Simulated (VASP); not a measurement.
# HoNb2As3 (I4/mmm) in VASP: notebook, part 2 of 2

VASP 6.6.1.

### Step 4. Single point, PBE

This run uses another cell than the first one, of 24.21 Å³/atom.

Contents of INCAR:

```
SYSTEM = HoNb2As3
  PREC = Accurate
  ENCUT = 500
  EDIFF = 1E-6
  ISMEAR = 0
  SIGMA = 0.1
  LREAL = .FALSE.
  LASPH = .TRUE.
  NELM = 200
  ALGO = Normal
  ISIF = 2
  LWAVE = .FALSE.
  LCHARG = .TRUE.
  GGA = PE
  LELF = .TRUE.
  LVHAR = .TRUE.
  NBANDS = 34
  GGA_COMPAT = .FALSE.
  LMAXMIX = 6
```

Contents of KPOINTS:

```
Automatic mesh
0
G
  10 10 10
  0 0 0
```

Contents of POSCAR:

```
HoNb2As3
1.0
   -2.7101413455      2.7101413455      4.9435875131
    2.7101413455     -2.7101413455      4.9435875131
    2.7101413455      2.7101413455     -4.9435875131
Ho Nb As
1 2 3
Direct
    0.5000000000      0.5000000000      0.0000000000
    0.7500000000      0.2500000000      0.5000000000
    0.2500000000      0.7500000000      0.5000000000
    0.5000000000      0.0000000000      0.5000000000
    0.0000000000      0.5000000000      0.5000000000
    0.0000000000      0.0000000000      0.0000000000
```

Potentials or basis: VASP PAW PBE potentials, release 64 (Ho_3, Nb_sv, As), 4f in core.

Launch:

```bash
$ cat potpaw_PBE.64/Ho_3/POTCAR potpaw_PBE.64/Nb_sv/POTCAR potpaw_PBE.64/As/POTCAR > POTCAR
$ mpirun -np 1 vasp_std > vasp.out
```

OUTCAR:

```text
SYSTEM = HoNb2As3
   PREC = Accurate
   ENCUT = 500
   EDIFF = 1E-6
   ISMEAR = 0
   LREAL = .FALSE.
   LASPH = .TRUE.
   NELM = 200
   ISIF = 2
   GGA = PE

 ion  position               nearest neighbor table
   1  0.500  0.500  0.000-   4 2.71   5 2.71   4 2.71   5 2.71
   2  0.750  0.250  0.500-   4 2.47   5 2.47
   3  0.250  0.750  0.500-   4 2.47   5 2.47
   4  0.500  0.000  0.500-   2 2.47   3 2.47   1 2.71   6 2.71   1 2.71   6 2.71
   5  0.000  0.500  0.500-   2 2.47   3 2.47   1 2.71   6 2.71   6 2.71   1 2.71
   6  0.000  0.000  0.000-   4 2.71   5 2.71   5 2.71   4 2.71

  LATTYP: Found a body centered tetragonal cell.
 ALAT       =     5.4202826910
[... 1094 lines left out ...]
  Total        0.1761698      0.1761698      0.0920271      0.0000000     -0.0000000      0.0000000
  in kB        1.9433718      1.9433718      1.0151734      0.0000000     -0.0000000      0.0000000
  external PRESSURE =       1.6339723 kB  Pullay stress =       0.0000000 kB

 VOLUME and BASIS-vectors are now :
 -----------------------------------------------------------------------------
  energy-cutoff  :      500.00
  volume of cell :      145.24
      direct lattice vectors                 reciprocal lattice vectors
    -2.710141345  2.710141345  4.943587513     0.000000000  0.184492222  0.101141124
     2.710141345 -2.710141345  4.943587513     0.184492222  0.000000000  0.101141124
     2.710141345  2.710141345 -4.943587513     0.184492222  0.184492222  0.000000000

 POSITION                                       TOTAL-FORCE (eV/Angst)
 -----------------------------------------------------------------------------------
      0.00000      0.00000      4.94359         0.000000     -0.000000      0.000000
      0.00000      2.71014      2.47179        -0.000000      0.000000      0.000000
      2.71014      0.00000      2.47179         0.000000     -0.000000     -0.000000
      0.00000      2.71014      0.00000         0.000000     -0.000000      0.000000
      2.71014      0.00000      0.00000         0.000000     -0.000000      0.000000
      0.00000      0.00000      0.00000         0.000000     -0.000000      0.000000
 -----------------------------------------------------------------------------------
    total drift:                               -0.000000     -0.000000      0.000000

  FREE ENERGIE OF THE ION-ELECTRON SYSTEM (eV)
  ---------------------------------------------------
  free  energy   TOTEN  =       -36.4039992630 eV

  energy  without entropy=      -36.3927654050  energy(sigma->0) =      -36.39838233
```

OSZICAR:

```text
N       E                     dE             d eps       ncg     rms          rms(c)
DAV:   1     0.510119241781E+03    0.51012E+03   -0.22309E+04  7184   0.135E+03
DAV:   2     0.115884555570E+02   -0.49853E+03   -0.48215E+03 10116   0.518E+02
DAV:   3    -0.337851131257E+02   -0.45374E+02   -0.43607E+02 12276   0.141E+02
DAV:   4    -0.393397811281E+02   -0.55547E+01   -0.54194E+01 13320   0.324E+01
DAV:   5    -0.398913828117E+02   -0.55160E+00   -0.54610E+00 11104   0.101E+01    0.325E+01
DAV:   6    -0.376673897541E+02    0.22240E+01   -0.35906E+01 12848   0.234E+01    0.119E+01
DAV:   7    -0.365870427586E+02    0.10803E+01   -0.10734E+01 12208   0.168E+01    0.126E+01
DAV:   8    -0.363997074233E+02    0.18734E+00   -0.12295E+00 10724   0.599E+00    0.339E+00
DAV:   9    -0.364091045993E+02   -0.93972E-02   -0.20121E-01 13230   0.209E+00    0.685E-01
DAV:  10    -0.364041531884E+02    0.49514E-02   -0.35879E-02 11174   0.101E+00    0.241E-01
DAV:  11    -0.364039983556E+02    0.15483E-03   -0.35743E-03 11044   0.406E-01    0.112E-01
DAV:  12    -0.364040043974E+02   -0.60419E-05   -0.57864E-04 12220   0.160E-01    0.287E-02
DAV:  13    -0.364039988764E+02    0.55211E-05   -0.47899E-05 11710   0.399E-02    0.970E-03
DAV:  14    -0.364039998391E+02   -0.96269E-06   -0.10934E-05 10284   0.168E-02    0.795E-03
DAV:  15    -0.364039992630E+02    0.57611E-06   -0.76688E-07  6206   0.671E-03
   1 F= -.36403999E+02 E0= -.36398382E+02  d E =-.112339E-01
```

stdout:

```text
POSCAR found type information on POSCAR HoNbAs
 POSCAR found :  3 types and       6 ions
 scaLAPACK will be used
 LDA part: xc-table for (Slater+PW92), standard interpolation
 POSCAR, INCAR and KPOINTS ok, starting setup
 FFT: planning ... GRIDC
 FFT: planning ... GRID_SOFT
 FFT: planning ... GRID
 WAVECAR not read
 entering main loop
```

It took 17 min on 1 thread of Intel Xeon 6975P-C (Granite Rapids), shared host; peak memory 0.64 GiB.

Results:

- Free energy: -36.4040 eV
- Pressure: 0.2 GPa
- Band gap on the k mesh: zero (bands 25 and 26 overlap by 0.26 eV)

Levels at points of the mesh, in eV from the Fermi level:
| k point | band 23 | band 24 | band 25 | band 26 | band 27 | band 28 |
| --- | --- | --- | --- | --- | --- | --- |
| (0.00, 0.00, 0.00) | -1.17 | -0.20 | -0.20 | 0.78 | 0.78 | 1.13 |
| (0.50, 0.00, 0.00) | -0.72 | -0.68 | -0.16 | 0.09 | 0.39 | 0.57 |
| (0.50, 0.50, 0.00) | -1.14 | -0.63 | -0.55 | 0.19 | 0.37 | 0.38 |
| (0.50, 0.50, 0.50) | -1.12 | -0.97 | -0.70 | 0.81 | 0.99 | 1.24 |

Caveat: spin-orbit coupling is left out, which moves the levels of the heavy elements; the 4f electrons are frozen in the core, so they carry no moment and show no levels. Spin polarisation is off, so any magnetic state and its effect on volume and gap are missing.

### Step 5. Summary

| task | spin | cell | k mesh | gap on the mesh (eV) | pressure (GPa) |
| --- | --- | --- | --- | --- | --- |
| relaxation of cell and atoms | off | relaxed from a = 5.689 Å, angles 119.3, 119.3, 91.1°, 6 atoms | 4 × 4 × 4 | none | -0.1 |
| single point | collinear | a = 6.251 Å, angles 128.5, 128.5, 75.9°, 6 atoms | 4 × 4 × 4 | none | 0.2 |
| single point | off | a = 6.255 Å, angles 128.7, 128.7, 75.6°, 6 atoms | 10 × 10 × 10 | none | 0.2 |

Alike in all rows: level PBE; potentials or basis VASP PAW PBE potentials, release 64 (Ho_3, Nb_sv, As), 4f in core; cutoff (eV) 500; smearing gaussian 0.1 eV.

Caveats: spin-orbit coupling is left out, which moves the levels of the heavy elements; the 4f electrons are frozen in the core, so they carry no moment and show no levels; the magnetic or orbital state may not be the lowest (at least some runs); the moments typed at the start vanished in this run (at least some runs).

Total energies depend on the potentials used, so only differences within one code and one set of settings carry meaning.
